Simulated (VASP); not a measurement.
# Ni (Fm-3m) in VASP: a series of runs, part 2 of 2

VASP 6.6.1.

### 3 Single point, PBE, collinear spin, ferromagnetic start

The input, INCAR:

```
PREC = Accurate
ENCUT = 520
EDIFF = 1E-7
ISMEAR = 0
SIGMA = 0.018000000000000002
LREAL = False
LASPH = True
NELM = 150
ALGO = Normal
ISIF = 2
LWAVE = False
LCHARG = True
ISPIN = 2
MAGMOM = 1
LORBIT = 11
LMAXMIX = 4
GGA = PE
LELF = True
LVHAR = True
NBANDS = 15
```

The input, KPOINTS:

```
regular mesh
0
Gamma
  13 13 13
```

The input, POSCAR:

```
Ni
1.0
    0.0000000000      1.7375729330      1.7375729330
    1.7375729330      0.0000000000      1.7375729330
    1.7375729330      1.7375729330      0.0000000000
Ni
1
Direct
    0.0000000000      0.0000000000      0.0000000000
```

Potentials or basis: VASP PAW PBE potentials, release 64 (Ni).

Command:

```
$ cat potpaw_PBE.64/Ni/POTCAR > POTCAR
$ mpirun -np 1 vasp_std > vasp.out
```

Wall time 45 s (1 thread of Intel Xeon 8259CL, shared host); peak memory 0.13 GiB.

It converged, with:

* Free energy: -5.4645 eV
* Pressure: 7.8 GPa
* Net moment: 0.62 μB per cell
* Site moments: Ni +0.63 μB
* Valence electrons inside the program's atomic spheres: Ni 9.38

Levels at points of the mesh, in eV from the Fermi level:
Spin up:
| k point | band 1 | band 2 | band 3 | band 4 | band 5 | band 6 | band 7 | band 8 | band 9 | band 10 |
| --- | --- | --- | --- | --- | --- | --- | --- | --- | --- | --- |
| (0.00, 0.00, 0.00) | -9.29 | -2.55 | -2.55 | -2.55 | -1.30 | -1.30 | 24.01 | 28.16 | 28.16 | 28.16 |
Spin down:
```
           k point  band 3  band 4  band 5  band 6  band 7  band 8
(0.00, 0.00, 0.00)   -1.80   -1.80   -0.73   -0.73   23.86   28.14
```

### 4 Single point, PBE, collinear spin, ferromagnetic start

The input, INCAR:

```
ALGO = Fast
EDIFF = 1E-7
ENCUT = 520
GGA = PE
ISIF = 2
ISMEAR = 0
ISPIN = 2
LASPH = True
LCHARG = False
LMAXMIX = 4
LORBIT = 11
LREAL = False
LWAVE = False
MAGMOM = 1
NBANDS = 15
NELM = 150
PREC = Accurate
SIGMA = 0.019000000000000003
```

The input, KPOINTS:

```
k-points
0
Gamma
  13 13 13
```

POSCAR is that of step 3.

Command:

```
$ cat potpaw_PBE.64/Ni/POTCAR > POTCAR
$ mpirun -np 1 vasp_std > vasp.out
```

Wall time 60 s (1 thread of Intel Xeon 8259CL, shared host); peak memory 0.13 GiB.

It converged, with:

* Free energy: -5.4645 eV
* Pressure: 7.8 GPa
* Net moment: 0.62 μB per cell
* Site moments: Ni +0.63 μB
* Valence electrons inside the program's atomic spheres: Ni 9.38

Levels at points of the mesh, in eV from the Fermi level:
Spin up:
```tsv
k point	band 2	band 3	band 4	band 5	band 6	band 7	band 8	band 9
(0.00, 0.00, 0.00)	-2.55	-2.55	-2.55	-1.30	-1.30	24.01	28.16	28.16
```
Spin down:
| k point | band 2 | band 3 | band 4 | band 5 | band 6 | band 7 | band 8 | band 9 |
| --- | --- | --- | --- | --- | --- | --- | --- | --- |
| (0.00, 0.00, 0.00) | -1.80 | -1.80 | -1.80 | -0.73 | -0.73 | 23.86 | 28.14 | 28.14 |

### 5 Single point, PBE, collinear spin, ferromagnetic start

The input, INCAR:

```
SYSTEM = Ni
PREC = Accurate
ENCUT = 520
EDIFF = 1E-6
ISMEAR = 0
SIGMA = 0.02
LREAL = .False.
LASPH = .True.
NELM = 150
ALGO = Fast
ISIF = 2
LWAVE = .False.
LCHARG = .True.
ISPIN = 2
MAGMOM = 1
LORBIT = 11
LMAXMIX = 4
GGA = PE
LELF = .True.
LVHAR = .True.
NBANDS = 15
```

The input, KPOINTS:

```
regular mesh
0
Gamma
  13 13 13
  0 0 0
```

POSCAR is that of step 4.

Command:

```
$ cat potpaw_PBE.64/Ni/POTCAR > POTCAR
$ mpirun -np 1 vasp_std > vasp.out
```

Run time: 73 s. Hardware: 1 thread of Intel Xeon 8259CL, shared host; peak memory 0.13 GiB.

The run converged. Its results:

* Free energy: -5.4645 eV
* Pressure: 7.5 GPa
* Net moment: 0.62 μB per cell
* Site moments: Ni +0.63 μB
* Valence electrons inside the program's atomic spheres: Ni 9.38

Levels at points of the mesh, in eV from the Fermi level:
Spin up:
```
           k point  band 3  band 4  band 5  band 6  band 7  band 8
(0.00, 0.00, 0.00)   -2.55   -2.55   -1.30   -1.30   24.01   28.16
```
Spin down:
```csv
k point,band 1,band 2,band 3,band 4,band 5,band 6,band 7,band 8,band 9,band 10
"(0.00, 0.00, 0.00)",-9.32,-1.80,-1.80,-1.80,-0.73,-0.73,23.86,28.14,28.14,28.14
```

### 6 Single point, PBE, collinear spin, ferromagnetic start

The input, INCAR:

```
ALGO = Fast ; EDIFF = 1E-6
ENCUT = 520 ; GGA = PE
ISIF = 2 ; ISMEAR = 0
ISPIN = 2 ; LASPH = T
LCHARG = T ; LELF = T
LMAXMIX = 4 ; LORBIT = 11
LREAL = F ; LVHAR = T
LWAVE = F ; MAGMOM = 1
NBANDS = 15 ; NELM = 150
PREC = Accurate ; SIGMA = 0.020999999999999998
```

The input, KPOINTS:

```
k-points
0
Gamma
  13 13 13
```

POSCAR is that of step 5.

Potentials or basis: VASP PAW PBE potentials, release 64 (Ni).

Command:

```
$ cat potpaw_PBE.64/Ni/POTCAR > POTCAR
$ mpirun -np 1 vasp_std > vasp.out
```

OUTCAR:

```text
EDIFF = 1E-6
   ENCUT = 520
   GGA = PE
   ISIF = 2
   ISMEAR = 0
   ISPIN = 2
   LASPH = T
   LORBIT = 11
   LREAL = F
   NELM = 150
   PREC = Accurate

 ion  position               nearest neighbor table
   1  0.000  0.000  0.000-

  LATTYP: Found a face centered cubic cell.
 ALAT       =     3.4751458660

  Lattice vectors:

 A1 = (   0.0000000000,   1.7375729330,   1.7375729330)
 A2 = (   1.7375729330,   0.0000000000,   1.7375729330)
 A3 = (   1.7375729330,   1.7375729330,   0.0000000000)
[... 1073 lines left out ...]
  --------------------------------------------------------------------------------------
  -------------------------------------------------------------------------------------
  Total        0.4902946      0.4902946      0.4902946      0.0000000      0.0000000     -0.0000000
  in kB       74.8701329     74.8701329     74.8701329      0.0000000      0.0000000     -0.0000000
  external PRESSURE =      74.8701329 kB  Pullay stress =       0.0000000 kB

 VOLUME and BASIS-vectors are now :
 -----------------------------------------------------------------------------
  energy-cutoff  :      520.00
  volume of cell :       10.49
      direct lattice vectors                 reciprocal lattice vectors
     0.000000000  1.737572933  1.737572933    -0.287757705  0.287757705  0.287757705
     1.737572933  0.000000000  1.737572933     0.287757705 -0.287757705  0.287757705
     1.737572933  1.737572933  0.000000000     0.287757705  0.287757705 -0.287757705

 POSITION                                       TOTAL-FORCE (eV/Angst)
 -----------------------------------------------------------------------------------
      0.00000      0.00000      0.00000         0.000000      0.000000      0.000000
 -----------------------------------------------------------------------------------
    total drift:                                0.000000     -0.000000     -0.000000

  FREE ENERGIE OF THE ION-ELECTRON SYSTEM (eV)
  ---------------------------------------------------
  free  energy   TOTEN  =        -5.4645005720 eV

  energy  without entropy=       -5.4641316564  energy(sigma->0) =       -5.46431611

 total charge

# of ion       s       p       d       tot
------------------------------------------
    1        0.513   0.531   8.332   9.377

 magnetization (x)

# of ion       s       p       d       tot
------------------------------------------
    1       -0.005  -0.024   0.660   0.630
```

OSZICAR:

```text
N       E                     dE             d eps       ncg     rms          rms(c)
DAV:   1     0.326715780654E+02    0.32672E+02   -0.41339E+03  5423   0.859E+02
DAV:   2    -0.510254292679E+01   -0.37774E+02   -0.35262E+02  5656   0.163E+02
DAV:   3    -0.647234073360E+01   -0.13698E+01   -0.13594E+01  6202   0.303E+01
DAV:   4    -0.648011313183E+01   -0.77724E-02   -0.77715E-02  6161   0.217E+00
DAV:   5    -0.648020270124E+01   -0.89569E-04   -0.89569E-04  6360   0.203E-01    0.102E+01
RMM:   6    -0.576418063640E+01    0.71602E+00   -0.15346E+00  6821   0.131E+01    0.604E+00
RMM:   7    -0.548938795645E+01    0.27479E+00   -0.16946E-01  6726   0.421E+00    0.222E+00
RMM:   8    -0.546711439909E+01    0.22274E-01   -0.46225E-03  7649   0.401E-01    0.101E+00
RMM:   9    -0.546496388635E+01    0.21505E-02   -0.77880E-04  7701   0.173E-01    0.248E-01
RMM:  10    -0.546452291126E+01    0.44098E-03   -0.14333E-04  7228   0.120E-01    0.519E-02
RMM:  11    -0.546449805200E+01    0.24859E-04   -0.51835E-05  7361   0.642E-02    0.320E-02
RMM:  12    -0.546450035591E+01   -0.23039E-05   -0.12870E-05  7557   0.225E-02    0.172E-02
RMM:  13    -0.546450057197E+01   -0.21606E-06   -0.15065E-06  5644   0.820E-03
   1 F= -.54645006E+01 E0= -.54643161E+01  d E =-.368916E-03  mag=     0.6221
```

Run time: 76 s. Hardware: 1 thread of Intel Xeon 8259CL, shared host; peak memory 0.13 GiB.

Results:

```yaml
Free_energy: -5.4645 eV
Pressure: 7.5 GPa
Net_moment: 0.62 μB per cell
Site_moments: Ni +0.63 μB
Valence_electrons_inside_the_program's_atomic_spheres: Ni 9.38
```

Levels at points of the mesh, in eV from the Fermi level:
Spin up:
```csv
k point,band 1,band 2,band 3,band 4,band 5,band 6,band 7,band 8,band 9,band 10
"(0.00, 0.00, 0.00)",-9.29,-2.55,-2.55,-2.55,-1.30,-1.30,24.01,28.16,28.16,28.16
```
Spin down:
| k point | band 1 | band 2 | band 3 | band 4 | band 5 | band 6 | band 7 | band 8 | band 9 | band 10 |
| --- | --- | --- | --- | --- | --- | --- | --- | --- | --- | --- |
| (0.00, 0.00, 0.00) | -9.31 | -1.80 | -1.80 | -1.80 | -0.73 | -0.73 | 23.86 | 28.14 | 28.14 | 28.14 |

### 7 The runs side by side

```tsv
smearing	gap on the mesh (eV)	pressure (GPa)	moment (μB)
gaussian 0.017 eV	none	7.8	0.62
gaussian 0.018 eV	none	7.8	0.62
gaussian 0.019 eV	none	7.8	0.62
gaussian 0.02 eV	none	7.5	0.62
gaussian 0.021 eV	none	7.5	0.62
```

Alike in all rows: task single point; level PBE; potentials or basis VASP PAW PBE potentials, release 64 (Ni); spin collinear, ferromagnetic start; cell as given; k mesh 13 × 13 × 13; cutoff (eV) 520.

Every run on the cell as given and a fine mesh finds a metal.

Total energies depend on the potentials used, so only differences within one code and one set of settings carry meaning.
